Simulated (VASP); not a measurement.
# Ti (P-1) in VASP: notebook

Runs on Ti. Level: PBEsol. Tasks: single point.

All numbers are computed with VASP 6.6.1; they aren't measurements. Logs are shortened: lines on timing, memory, paths and dates and some standing lists are left out, and cuts for length are marked.

### 1 The cell of the first run

The typed cell holds 2 atoms: a = 2.950 Å, b = 2.963 Å, c = 4.686 Å, α = 90.21°, β = 90.57°, γ = 120.43°.

### 2 Single point, PBEsol (equal xy, yz and zx shear strains of -1 %)

File INCAR:

```
SYSTEM = Ti
PREC     = Accurate       ! precision mode
ENCUT    = 520            ! plane-wave cutoff, eV
EDIFF    = 1E-7           ! SCF threshold, eV
ISMEAR   = -1             ! smearing method
SIGMA    = 0.08           ! smearing width, eV
LREAL    = .False.        ! projectors in reciprocal space
LASPH    = .True.         ! aspherical terms in the spheres
NELM     = 80             ! most SCF steps
ALGO     = Normal         ! electronic algorithm
ISIF     = 2              ! what is computed and relaxed
LWAVE    = .False.        ! write WAVECAR
LCHARG   = .False.        ! write CHGCAR
GGA      = PS             ! functional
NBANDS   = 19             ! bands
```

File KPOINTS:

```
regular mesh
0
Gamma
  13 13 7
  0 0 0
```

File POSCAR:

```
Ti
1.0
    2.9499978604     -0.0147499893     -0.0147499893
   -1.4877727956      2.5621480828     -0.0053988708
   -0.0234300000     -0.0234300000      4.6860000000
Ti
2
Direct
    0.3333333333      0.6666666667      0.2500000000
    0.6666666667      0.3333333333      0.7500000000
```

Potentials or basis: VASP PAW PBE potentials, release 64 (Ti_sv).

Launch:

```
> cat potpaw_PBE.64/Ti_sv/POTCAR > POTCAR
> mpirun -np 1 vasp_std > vasp.out
```

OUTCAR:

```text
SYSTEM = Ti
   PREC = Accurate
   ENCUT = 520
   EDIFF = 1E-7
   ISMEAR = -1
   LREAL = .False.
   LASPH = .True.
   NELM = 80
   ISIF = 2
   GGA = PS

 ion  position               nearest neighbor table
   1  0.333  0.667  0.250-   2 2.87   2 2.88   2 2.90   2 2.91   2 2.91   2 2.91
   2  0.667  0.333  0.750-   1 2.87   1 2.88   1 2.90   1 2.91   1 2.91   1 2.91

  LATTYP: Found a triclinic cell.
 ALAT       =     2.9373023616
 B/A-ratio  =     1.0043472705
 C/A-ratio  =     1.5953812620
 COS(alpha) =     0.0099745013
 COS(beta)  =     0.0136846555
 COS(gamma) =     0.4934979113

  Lattice vectors:

 A1 = (   1.4622250648,   2.5473980935,  -0.0201488601)
 A2 = (   2.9499978604,  -0.0147499893,  -0.0147499893)
 A3 = (   0.0234300000,   0.0234300000,  -4.6860000000)

Analysis of symmetry for initial positions (statically):
=====================================================================
 Subroutine PRICEL returns:
 Original cell was already a primitive cell.

 Routine SETGRP: Setting up the symmetry group for a
 triclinic supercell.

 Subroutine GETGRP returns: Found  2 space group operations
 (whereof  2 operations were pure point group operations)
 out of a pool of  2 trial point group operations.

The static configuration has the point symmetry S_2 .

Analysis of symmetry for dynamics (positions and initial velocities):
=====================================================================
 Subroutine PRICEL returns:
 Original cell was already a primitive cell.

 Routine SETGRP: Setting up the symmetry group for a
 triclinic supercell.

 Subroutine GETGRP returns: Found  2 space group operations
 (whereof  2 operations were pure point group operations)
 out of a pool of  2 trial point group operations.

The dynamic configuration has the point symmetry S_2 .

 Subroutine INISYM returns: Found  2 space group operations
 (whereof  2 operations are pure point group operations),
 and found     1 'primitive' translations

----------------------------------------------------------------------------------------

                                     Primitive cell

  volume of cell :      35.3137

  direct lattice vectors                    reciprocal lattice vectors
     2.949997860 -0.014749989 -0.014749989     0.339983859  0.197425452  0.002687047
[... 81 lines left out ...]
   LNONCOLLINEAR =      F non collinear calculations
   LSORBIT =      F    spin-orbit coupling
   LASPH  =      T    aspherical Exc in radial PAW
   ENCUT  =  520.0 eV  38.22 Ry    6.18 a.u.   5.49  5.51  8.71*2*pi/ulx,y,z
   NELM   =     80;   NELMIN=  2; NELMDL= -5     # of ELM steps
   EDIFF  = 0.1E-06   stopping-criterion for ELM
   LREAL  =      F    real-space projection
   EDIFFG = 0.1E-05   stopping-criterion for IOM
   NSW    =      0    number of steps for IOM
   IBRION =     -1    ionic relax: 0-MD 1-quasi-New 2-CG
   NFREE  =      0    steps in history (QN), initial steepest desc. (CG)
   ISIF   =      2    stress and relaxation
   ISYM   =      2    0-nonsym 1-usesym 2-fastsym
   POTIM  = 0.5000    time-step for ionic-motion
   TEBEG  =    0.0;   TEEND  =   0.0 temperature during run
   PSTRESS=    0.0 pullay stress
   NELECT =      24.0000    total number of electrons
   NUPDOWN=      -1.0000    fix difference up-down
   EMIN   =  10.00;   EMAX   =-10.00  energy-range for DOS
   EFERMI =   0.00;   METHOD = LEGACY
   ISMEAR =    -1;   SIGMA  =   0.08  broadening in eV -4-tet -1-fermi 0-gaus
   EFERMI_NEDOS =   21; number of points for ismear=-14 and -15
   IALGO  =     38    algorithm
   IMIX   =      4    mixing-type and parameters
     AMIX     =   0.40;   BMIX     =  1.00
     AMIX_MAG =   1.60;   BMIX_MAG =  1.00
  volume/ion in A,a.u.               =      17.66       119.15
  Fermi-wavevector in a.u.,A,eV,Ry     =   1.439342  2.719962 28.187268  2.071706
  Thomas-Fermi vector in A             =   2.558208
   LORBIT       =      0    0 simple, 1 ext, 2 COOP (PROOUT), +10 PAW based schemes
   GGA     = PS    functional components
   LHFCALC =     F    Hartree Fock is set to
   AEXX    =    0.0000 exact exchange contribution
   IVDW    =     0    specifies the selected vdW correction
   LEPSILON=     F    determine dielectric tensor
   LRPA    =     F    only Hartree local field effects (RPA)
 non-spin polarized calculation
  energy-cutoff  :      520.00
  volume of cell :       35.31
 maximum number of plane-waves:       976
 NGX is ok and might be reduce to    24
   NGX = 11   NGY = 11   NGZ = 17

 number of electron      24.0000001 magnetization

 Free energy of the ion-electron system (eV)
  ---------------------------------------------------
  ext. energy  EPLUGINS =         0.00000000
  ---------------------------------------------------
  free energy    TOTEN  =       -16.66197613 eV

  energy without entropy =      -16.61260877  energy(sigma->0) =      -16.63729245

 E-fermi :   8.0225     XC(G=0): -11.5562

 val. band max:        8.0219209524   @ k =   0.3846   0.2308   0.4286
 cond. band min:       8.0236752850   @ k =  -0.0769   0.1538   0.0000
 fundamental gap:      0.0017543327
 Fermi energy:         8.0224901456

 k-point     1 :       0.0000    0.0000    0.0000
  band No.  band energies     occupation
      1     -48.6144      2.00000
      2     -48.4851      2.00000
      3     -25.2843      2.00000
      4     -24.6729      2.00000
      5     -24.6637      2.00000
      6     -24.6068      2.00000
[... 505 lines left out ...]
      6     -24.7740      2.00000
[... 11 lines left out ...]
     18      11.2192      0.00000
     19      11.3754      0.00000

 [... further k-points ...]

------------------------ aborting loop because EDIFF is reached ----------------------------------------

  FORCE on cell =-STRESS in cart. coord.  units (eV):
  Direction    XX          YY          ZZ          XY          YZ          ZX
  --------------------------------------------------------------------------------------
  -------------------------------------------------------------------------------------
  Total       -1.2844331     -1.2832093     -1.3919832      0.1328003      0.0870825      0.0871604
  in kB      -58.2744859    -58.2189599    -63.1540108      6.0251223      3.9509169      3.9544509
  external PRESSURE =     -59.8824855 kB  Pullay stress =       0.0000000 kB

 VOLUME and BASIS-vectors are now :
 -----------------------------------------------------------------------------
  energy-cutoff  :      520.00
  volume of cell :       35.31
      direct lattice vectors                 reciprocal lattice vectors
     2.949997860 -0.014749989 -0.014749989     0.339983859  0.197425452  0.002687047
    -1.487772796  2.562148083 -0.005398871     0.001967055  0.391443866  0.001967055
    -0.023430000 -0.023430000  4.686000000     0.001072424  0.001072424  0.213412346

 POSITION                                       TOTAL-FORCE (eV/Angst)
 -----------------------------------------------------------------------------------
     -0.01437      1.69732      1.16298         0.025942      0.000343      0.001572
      1.45317      0.82664      3.50287        -0.025942     -0.000343     -0.001572
 -----------------------------------------------------------------------------------
    total drift:                               -0.000000      0.000000     -0.000000

  FREE ENERGIE OF THE ION-ELECTRON SYSTEM (eV)
  ---------------------------------------------------
  free  energy   TOTEN  =       -16.6619761305 eV

  energy  without entropy=      -16.6126087699  energy(sigma->0) =      -16.63729245
```

OSZICAR:

```text
N       E                     dE             d eps       ncg     rms          rms(c)
DAV:   1     0.261721231231E+03    0.26172E+03   -0.13021E+04 22536   0.157E+03
DAV:   2     0.111227099613E+02   -0.25060E+03   -0.24658E+03 23010   0.440E+02
DAV:   3    -0.177540124298E+02   -0.28877E+02   -0.28533E+02 42147   0.123E+02
DAV:   4    -0.190175750802E+02   -0.12636E+01   -0.12617E+01 26252   0.265E+01
DAV:   5    -0.190779515928E+02   -0.60377E-01   -0.60368E-01 33538   0.415E+00    0.122E+01
DAV:   6    -0.166745479900E+02    0.24034E+01   -0.86862E+00 26297   0.292E+01    0.286E+00
DAV:   7    -0.166476320588E+02    0.26916E-01   -0.78341E-01 34181   0.622E+00    0.207E+00
DAV:   8    -0.166693747482E+02   -0.21743E-01   -0.20202E-01 24910   0.527E+00    0.678E-01
DAV:   9    -0.166615043696E+02    0.78704E-02   -0.46528E-02 25948   0.213E+00    0.720E-02
DAV:  10    -0.166619164067E+02   -0.41204E-03   -0.30666E-03 33484   0.322E-01    0.894E-02
DAV:  11    -0.166619839108E+02   -0.67504E-04   -0.15982E-04 25592   0.840E-02    0.382E-02
DAV:  12    -0.166619760042E+02    0.79066E-05   -0.30582E-05 27007   0.470E-02    0.997E-03
DAV:  13    -0.166619760533E+02   -0.49090E-07   -0.26462E-06 25443   0.148E-02    0.137E-03
DAV:  14    -0.166619761305E+02   -0.77252E-07   -0.19396E-07 18790   0.271E-03
   1 F= -.16661976E+02 E0= -.16637292E+02  d E =-.493674E-01
```

Run time: 4.2 min. Hardware: 1 thread of Intel Xeon Platinum 8375C at 2.90GHz (Ice Lake), shared host; peak memory 0.41 GiB.

Results:

```
Free energy            : -16.6620 eV
Pressure               : -6.0 GPa
Largest force          : 0.026 eV/Å
Band gap on the k mesh : zero (band 12 reaches 8.75 eV, above the bottom of band 13 at 7.69 eV)
```

Forces in eV/Å, atoms in the order of the input:
```
Ti   0.026  0.000  0.002
Ti  -0.026  0.000 -0.002
```

Stress tensor (GPa, compression positive):
```
-5.83  0.60  0.40
 0.60 -5.82  0.40
 0.40  0.40 -6.32
```

Levels at points of the mesh, in eV from the Fermi level:
```tsv
k point	band 9	band 10	band 11	band 12	band 13	band 14	band 15	band 16
(0.00, 0.00, 0.00)	-6.16	-2.64	0.72	0.73	0.84	0.87	1.21	1.32
```

Caveat: the cell differs from its parent crystal (equal xy, yz and zx shear strains of -1 %); the PAW data sets were made with another functional, which shifts forces and pressure a little.

### 3 Single point, PBEsol (equal xy, yz and zx shear strains of +2 %)

File INCAR:

```
SYSTEM = Ti
PREC = Accurate
ENCUT = 520
EDIFF = 1E-7
ISMEAR = -1
SIGMA = 0.08
LREAL = .False.
LASPH = .True.
NELM = 100
ALGO = Normal
ISIF = 2
LWAVE = .False.
LCHARG = .False.
GGA = PS
NBANDS = 19
```

File KPOINTS:

```
Automatic mesh
0
Gamma
  13 13 7
  0 0 0
```

File POSCAR:

```
Ti
1.0
    2.9499978604      0.0294999786      0.0294999786
   -1.4494511993      2.5400230989      0.0107977416
    0.0468600000      0.0468600000      4.6860000000
Ti
2
Direct
    0.3333333333      0.6666666667      0.2500000000
    0.6666666667      0.3333333333      0.7500000000
```

Potentials or basis: VASP PAW PBE potentials, release 64 (Ti_sv).

Launch:

```
> cat potpaw_PBE.64/Ti_sv/POTCAR > POTCAR
> mpirun -np 1 vasp_std > vasp.out
```

Run time: 4.4 min. Hardware: 1 thread of Intel Xeon Platinum 8375C at 2.90GHz (Ice Lake), shared host; peak memory 0.41 GiB.

The run converged. Its results:

```yaml
Free_energy: -16.6580 eV
Pressure: -6.0 GPa
Largest_force: 0.050 eV/Å
Band_gap_on_the_k_mesh: zero (band 12 reaches 8.76 eV, above the bottom of band 13 at 7.71 eV)
```

Forces in eV/Å, atoms in the order of the input:
```
Ti  -0.049  0.001  0.005
Ti   0.049 -0.001 -0.005
```

Stress tensor (GPa, compression positive):
```
-5.81 -1.14 -0.73
-1.14 -5.78 -0.73
-0.73 -0.73 -6.31
```

Levels at points of the mesh, in eV from the Fermi level:
| k point | band 10 | band 11 | band 12 | band 13 | band 14 | band 15 |
| --- | --- | --- | --- | --- | --- | --- |
| (0.00, 0.00, 0.00) | -2.63 | 0.66 | 0.74 | 0.87 | 0.91 | 1.16 |

Caveat: the cell differs from its parent crystal (equal xy, yz and zx shear strains of +2 %); the PAW data sets were made with another functional, which shifts forces and pressure a little.
